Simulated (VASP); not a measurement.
# Si (Fd-3m) in VASP: a series of runs

The runs below take Si through single point, relaxation of cell and atoms, with LDA.

Program: VASP 6.6.1. These are calculated values, not measurements. Logs are shortened: lines on timing, memory, paths and dates and some standing lists are left out, and cuts for length are marked.

**1. The cell of the first run**

It takes space group Fd-3m (No. 227, cubic). The conventional cell has a = 5.402 Å, b = 5.402 Å, c = 5.402 Å, α = 90.00°, β = 90.00°, γ = 90.00°. Within 3.1 Å of Si (site symmetry -43m) lie 4 Si at 2.34 Å.

**2. Single point, LDA**

File INCAR:

```
ALGO = Normal
EDIFF = 1E-6
ENCUT = 520
ISIF = 2
ISMEAR = -1
LASPH = True
LCHARG = True
LELF = True
LREAL = False
LVHAR = True
LWAVE = False
NBANDS = 11
NELM = 100
PREC = Accurate
SIGMA = 0.02
```

File KPOINTS:

```
k-points
0
Gamma
  11 11 11
```

File POSCAR:

```
Si
1.0
    0.0000000000      2.7009664875      2.7009664875
    2.7009664875      0.0000000000      2.7009664875
    2.7009664875      2.7009664875      0.0000000000
Si
2
Direct
   -0.1250000000     -0.1250000000     -0.1250000000
    0.1250000000      0.1250000000      0.1250000000
```

Potentials or basis: VASP PAW LDA potentials, release 64 (Si).

Command:

```
cat potpaw_LDA.64/Si/POTCAR > POTCAR
mpirun -np 1 vasp_std > vasp.out
```

OUTCAR:

```text
EDIFF = 1E-6
   ENCUT = 520
   ISIF = 2
   ISMEAR = -1
   LASPH = True
   LREAL = False
   NELM = 100
   PREC = Accurate

 ion  position               nearest neighbor table
   1  0.875  0.875  0.875-   2 2.34   2 2.34   2 2.34   2 2.34
   2  0.125  0.125  0.125-   1 2.34   1 2.34   1 2.34   1 2.34

  LATTYP: Found a face centered cubic cell.
 ALAT       =     5.4019329750

  Lattice vectors:

 A1 = (   0.0000000000,   2.7009664875,   2.7009664875)
 A2 = (   2.7009664875,   0.0000000000,   2.7009664875)
 A3 = (   2.7009664875,   2.7009664875,   0.0000000000)

Analysis of symmetry for initial positions (statically):
=====================================================================
 Subroutine PRICEL returns:
 Original cell was already a primitive cell.

 Routine SETGRP: Setting up the symmetry group for a
 face centered cubic supercell.

 Subroutine GETGRP returns: Found 48 space group operations
 (whereof 12 operations were pure point group operations)
 out of a pool of 48 trial point group operations.

The static configuration has the point symmetry D_3d.
 The point group associated with its full space group is O_h .

Analysis of symmetry for dynamics (positions and initial velocities):
=====================================================================
 Subroutine PRICEL returns:
 Original cell was already a primitive cell.

 Routine SETGRP: Setting up the symmetry group for a
 face centered cubic supercell.

 Subroutine GETGRP returns: Found 48 space group operations
 (whereof 12 operations were pure point group operations)
 out of a pool of 48 trial point group operations.

The dynamic configuration has the point symmetry D_3d.
 The point group associated with its full space group is O_h .

 Subroutine INISYM returns: Found 48 space group operations
 (whereof 12 operations are pure point group operations),
 and found     1 'primitive' translations

----------------------------------------------------------------------------------------

                                     Primitive cell

  volume of cell :      39.4083

  direct lattice vectors                    reciprocal lattice vectors
     0.000000000  2.700966488  2.700966488    -0.185118920  0.185118920  0.185118920
     2.700966488  0.000000000  2.700966488     0.185118920 -0.185118920  0.185118920
     2.700966488  2.700966488  0.000000000     0.185118920  0.185118920 -0.185118920

  length of vectors
     3.819743438  3.819743438  3.819743438     0.320635375  0.320635375  0.320635375

  position of ions in fractional coordinates (direct lattice)
     0.875000000  0.875000000  0.875000000
[... 88 lines left out ...]
   PSTRESS=    0.0 pullay stress
   NELECT =       8.0000    total number of electrons
   NUPDOWN=      -1.0000    fix difference up-down
   EMIN   =  10.00;   EMAX   =-10.00  energy-range for DOS
   EFERMI =   0.00;   METHOD = LEGACY
   ISMEAR =    -1;   SIGMA  =   0.02  broadening in eV -4-tet -1-fermi 0-gaus
   EFERMI_NEDOS =   21; number of points for ismear=-14 and -15
   IALGO  =     38    algorithm
   IMIX   =      4    mixing-type and parameters
     AMIX     =   0.40;   BMIX     =  1.00
     AMIX_MAG =   1.60;   BMIX_MAG =  1.00
  volume/ion in A,a.u.               =      19.70       132.97
  Fermi-wavevector in a.u.,A,eV,Ry     =   0.962149  1.818198 12.595329  0.925731
  Thomas-Fermi vector in A             =   2.091583
   LORBIT       =      0    0 simple, 1 ext, 2 COOP (PROOUT), +10 PAW based schemes
   GGA     = CA    functional components
   LHFCALC =     F    Hartree Fock is set to
   AEXX    =    0.0000 exact exchange contribution
   IVDW    =     0    specifies the selected vdW correction
   LEPSILON=     F    determine dielectric tensor
   LRPA    =     F    only Hartree local field effects (RPA)
 non-spin polarized calculation
  energy-cutoff  :      520.00
  volume of cell :       39.41
 maximum number of plane-waves:      1071
   NGX = 15   NGY = 15   NGZ = 15

 number of electron       8.0000001 magnetization

 Free energy of the ion-electron system (eV)
  ---------------------------------------------------
  ext. energy  EPLUGINS =         0.00000000
  ---------------------------------------------------
  free energy    TOTEN  =       -11.91954155 eV

  energy without entropy =      -11.91954152  energy(sigma->0) =      -11.91954154

 E-fermi :   6.1571     XC(G=0):  -9.6657

 val. band max:        5.9333074132   @ k =   0.0000   0.0000   0.0000
 cond. band min:       6.3960086616   @ k =   0.4545   0.4545   0.0000
 fundamental gap:      0.4627012483
 Fermi energy:         6.1571024893

 k-point     1 :       0.0000    0.0000    0.0000
  band No.  band energies     occupation
      1      -6.1333      2.00000
      2       5.9333      1.99997
      3       5.9333      1.99997
      4       5.9333      1.99997
      5       8.4643      0.00000
      6       8.4643      0.00000
      7       8.4643      0.00000
      8       9.3257      0.00000
      9      13.6694      0.00000
     10      13.6694      0.00000
     11      13.6789      0.00000
[... 309 lines left out ...]
 k-point    24 :      -0.1818    0.1818    0.0000
  band No.  band energies     occupation
      1      -4.9930      2.00000
      2       1.8377      2.00000
      3       3.1823      2.00000
      4       5.2422      2.00000
      5       8.8938      0.00000
      6       9.6557      0.00000
      7       9.9307      0.00000
      8      11.5671      0.00000
      9      11.9692      0.00000
     10      15.9630      0.00000
     11      16.4704      0.00000

 [... further k-points ...]

------------------------ aborting loop because EDIFF is reached ----------------------------------------

  FORCE on cell =-STRESS in cart. coord.  units (eV):
  Direction    XX          YY          ZZ          XY          YZ          ZX
  --------------------------------------------------------------------------------------
  -------------------------------------------------------------------------------------
  Total        0.0117837      0.0117837      0.0117837     -0.0000000     -0.0000000      0.0000000
  in kB        0.4790755      0.4790755      0.4790755     -0.0000000     -0.0000000      0.0000000
  external PRESSURE =       0.4790755 kB  Pullay stress =       0.0000000 kB

 VOLUME and BASIS-vectors are now :
 -----------------------------------------------------------------------------
  energy-cutoff  :      520.00
  volume of cell :       39.41
      direct lattice vectors                 reciprocal lattice vectors
     0.000000000  2.700966488  2.700966488    -0.185118920  0.185118920  0.185118920
     2.700966488  0.000000000  2.700966488     0.185118920 -0.185118920  0.185118920
     2.700966488  2.700966488  0.000000000     0.185118920  0.185118920 -0.185118920

 POSITION                                       TOTAL-FORCE (eV/Angst)
 -----------------------------------------------------------------------------------
      4.72669      4.72669      4.72669         0.000000      0.000000      0.000000
      0.67524      0.67524      0.67524        -0.000000      0.000000     -0.000000
 -----------------------------------------------------------------------------------
    total drift:                               -0.000000     -0.000000     -0.000000

  FREE ENERGIE OF THE ION-ELECTRON SYSTEM (eV)
  ---------------------------------------------------
  free  energy   TOTEN  =       -11.9195415538 eV

  energy  without entropy=      -11.9195415221  energy(sigma->0) =      -11.91954154
```

Run time: 10 s. Hardware: 1 thread of AMD EPYC 9R45 (Zen 5), shared host; peak memory 0.11 GiB.

What came out:

```
Free energy            : -11.9195 eV
Pressure               : 0.0 GPa
Band gap on the k mesh : 0.46 eV (least direct gap 2.53 eV)
```

Levels at points of the mesh, in eV from the valence-band top:
```csv
k point,band 2,band 3,band 4,band 5,band 6,band 7
"(0.00, 0.00, 0.00)",0.00,0.00,0.00,2.53,2.53,2.53
```

Caveat: an odd mesh through Γ misses points on the zone boundary, where band edges can lie.

**3. Relaxation of cell and atoms, LDA**

This run uses another cell than the first one, of 20.03 Å³/atom.

File INCAR:

```
SYSTEM = Si
PREC = Accurate
ENCUT = 600
EDIFF = 1E-6
ISMEAR = -1
SIGMA = 0.02
LREAL = .FALSE.
LASPH = .TRUE.
NELM = 100
ALGO = Normal
ISIF = 3
LWAVE = .FALSE.
LCHARG = .FALSE.
IBRION = 2
NSW = 60
EDIFFG = -0.005
```

File KPOINTS:

```
Automatic mesh
0
G
  11 11 11
  0 0 0
```

File POSCAR:

```
Si
1.0
    0.0000000000      2.7157741474      2.7157741474
    2.7157741474      0.0000000000      2.7157741474
    2.7157741474      2.7157741474      0.0000000000
Si
2
Direct
   -0.1250000000     -0.1250000000     -0.1250000000
    0.1250000000      0.1250000000      0.1250000000
```

Potentials or basis: VASP PAW LDA potentials, release 64 (Si).

Command:

```
cat potpaw_LDA.64/Si/POTCAR > POTCAR
mpirun -np 1 vasp_std > vasp.out
```

It took 19 s on 1 thread of AMD EPYC 9R45 (Zen 5), shared host; peak memory 0.12 GiB.

Results (log left out):

| Quantity | Value |
| --- | --- |
| Free energy | -11.9198 eV |
| Relaxed volume | 19.72 Å³/atom |
| Relaxed cell | a = 3.820 Å, b = 3.820 Å, c = 3.820 Å, α = 60.00°, β = 60.00°, γ = 60.00° |
| Space group after relaxing (to 0.1 Å) | Fd-3m (No. 227) |
| Energy gained by relaxing | 1.5 meV/atom |
| Ionic steps | 3 |
| Pressure after relaxing | 0.0 GPa |
| Band gap on the k mesh | 0.46 eV (least direct gap 2.53 eV) |

The path:
| step | energy change (eV) | largest force (eV/Å) | pressure (GPa) | volume (Å³) |
| --- | --- | --- | --- | --- |
| 1 | 0.0000 | 0.0000 | -1.48 | 40.06 |
| 2 | -0.0015 | 0.0000 | 1.09 | 39.00 |
| 3 | -0.0029 | 0.0000 | 0.00 | 39.43 |

Final structure:
```
Si
1.0
     0.00000    2.70149    2.70149
     2.70149    0.00000    2.70149
     2.70149    2.70149    0.00000
Si
2
Direct
  0.87500 0.87500 0.87500
  0.12500 0.12500 0.12500
```

Levels at points of the mesh, in eV from the valence-band top:
```
           k point  band 1  band 2  band 3  band 4  band 5  band 6  band 7  band 8
(0.00, 0.00, 0.00)  -12.06    0.00    0.00    0.00    2.53    2.53    2.53    3.39
```

Caveat: an odd mesh through Γ misses points on the zone boundary, where band edges can lie.

**4. Single point, LDA**

This run uses another cell than the first one: it holds 4 atoms, not 2.

File INCAR:

```
SYSTEM = Si
PREC     = Accurate       ! precision mode
ENCUT    = 520            ! plane-wave cutoff, eV
EDIFF    = 1E-6           ! SCF threshold, eV
ISMEAR   = -1             ! smearing method
SIGMA    = 0.02           ! smearing width, eV
LREAL    = .False.        ! projectors in reciprocal space
LASPH    = .True.         ! aspherical terms in the spheres
NELM     = 80             ! most SCF steps
ALGO     = Normal         ! electronic algorithm
ISIF     = 2              ! what is computed and relaxed
LWAVE    = .False.        ! write WAVECAR
LCHARG   = .True.         ! write CHGCAR
LELF     = .True.         ! ELF
LVHAR    = .True.       
NBANDS   = 16             ! bands
```

File KPOINTS:

```
Automatic mesh
0
Gamma
  8 8 6
  0 0 0
```

File POSCAR:

```
Si
1.0
    2.7009664875      2.7009664875      0.0000000000
   -2.7009664875      2.7009664875      0.0000000000
    0.0000000000      0.0000000000      5.4019329750
Si
4
Direct
    0.2500000000      0.5000000000      0.3750000000
    0.7500000000      0.0000000000      0.8750000000
    0.2500000000      0.0000000000      0.1250000000
    0.7500000000      0.5000000000      0.6250000000
```

Command:

```
cat potpaw_LDA.64/Si/POTCAR > POTCAR
mpirun -np 1 vasp_std > vasp.out
```

It took 25 s on 1 thread of AMD EPYC 9R45 (Zen 5), shared host; peak memory 0.15 GiB.

The run converged. Its results:

```yaml
Free_energy: -23.8369 eV
Pressure: 0.1 GPa
Band_gap_on_the_k_mesh: 0.44 eV
```

Levels at points of the mesh, in eV from the valence-band top:
| k point | band 6 | band 7 | band 8 | band 9 | band 10 | band 11 |
| --- | --- | --- | --- | --- | --- | --- |
| (0.00, 0.00, 0.00) | 0.00 | 0.00 | 0.00 | 0.57 | 0.57 | 2.53 |
| (0.50, 0.00, 0.00) | -3.84 | -1.34 | -1.34 | 2.37 | 2.37 | 4.77 |
| (0.50, 0.50, 0.00) | -2.89 | -2.89 | -2.89 | 0.57 | 0.57 | 0.57 |
| (0.00, 0.00, 0.50) | -1.92 | -1.92 | -1.92 | 1.03 | 1.03 | 3.03 |
| (0.50, 0.00, 0.50) | -1.21 | -1.21 | -1.21 | 1.49 | 1.49 | 3.28 |
| (0.50, 0.50, 0.50) | -3.95 | -3.95 | -3.95 | 4.18 | 4.18 | 4.18 |

**5. Single point, LDA**

This run uses another cell than the first one: it holds 4 atoms, not 2.

File INCAR:

```
SYSTEM = Si
ALGO     = Normal         ! electronic algorithm
EDIFF    = 1E-7           ! SCF threshold, eV
ENCUT    = 520            ! plane-wave cutoff, eV
GGA      = CA             ! functional
ISIF     = 2              ! what is computed and relaxed
ISMEAR   = -1             ! smearing method
LASPH    = .TRUE.         ! aspherical terms in the spheres
LCHARG   = .TRUE.         ! write CHGCAR
LELF     = .TRUE.         ! ELF
LREAL    = .FALSE.        ! projectors in reciprocal space
LVHAR    = .TRUE.       
LWAVE    = .FALSE.        ! write WAVECAR
NBANDS   = 16             ! bands
NELM     = 60             ! most SCF steps
PREC     = Accurate       ! precision mode
SIGMA    = 0.02           ! smearing width, eV
```

File KPOINTS:

```
k-points
0
G
  8 8 6
  0 0 0
```

POSCAR is that of step 4.

Command:

```
cat potpaw_LDA.64/Si/POTCAR > POTCAR
mpirun -np 1 vasp_std > vasp.out
```

Run time: 27 s. Hardware: 1 thread of AMD EPYC 9R45 (Zen 5), shared host; peak memory 0.15 GiB.

Results (log left out):

* Free energy: -23.8369 eV
* Pressure: 0.1 GPa
* Band gap on the k mesh: 0.44 eV

Levels at points of the mesh, in eV from the valence-band top:
| k point | band 6 | band 7 | band 8 | band 9 | band 10 | band 11 |
| --- | --- | --- | --- | --- | --- | --- |
| (0.00, 0.00, 0.00) | 0.00 | 0.00 | 0.00 | 0.57 | 0.57 | 2.53 |
| (0.50, 0.00, 0.00) | -3.84 | -1.34 | -1.34 | 2.38 | 2.38 | 4.77 |
| (0.50, 0.50, 0.00) | -2.89 | -2.89 | -2.89 | 0.57 | 0.57 | 0.57 |
| (0.00, 0.00, 0.50) | -1.92 | -1.92 | -1.92 | 1.03 | 1.03 | 3.03 |
| (0.50, 0.00, 0.50) | -1.21 | -1.21 | -1.21 | 1.49 | 1.49 | 3.29 |
| (0.50, 0.50, 0.50) | -3.95 | -3.95 | -3.95 | 4.18 | 4.18 | 4.18 |

**6. Summary**

```tsv
task	cell	k mesh	cutoff (eV)	gap on the mesh (eV)	pressure (GPa)
single point	a = 3.820 Å, angles 60.0°, 2 atoms, atomic positions A	11 × 11 × 11	520	0.46	0.0
relaxation of cell and atoms	relaxed from a = 3.841 Å, angles 60.0°, 2 atoms, atomic positions A	11 × 11 × 11	600	0.46	0.0
single point	a = 3.820, b = 3.820, c = 5.402 Å, 4 atoms, atomic positions B	8 × 8 × 6	520	0.44	0.1
```

Alike in all rows: level LDA; potentials or basis VASP PAW LDA potentials, release 64 (Si); no spin polarisation; smearing fermi-dirac 0.02 eV.

Caveats: an odd mesh through Γ misses points on the zone boundary, where band edges can lie (at least some runs).

Total energies depend on the potentials used, so only differences within one code and one set of settings carry meaning.
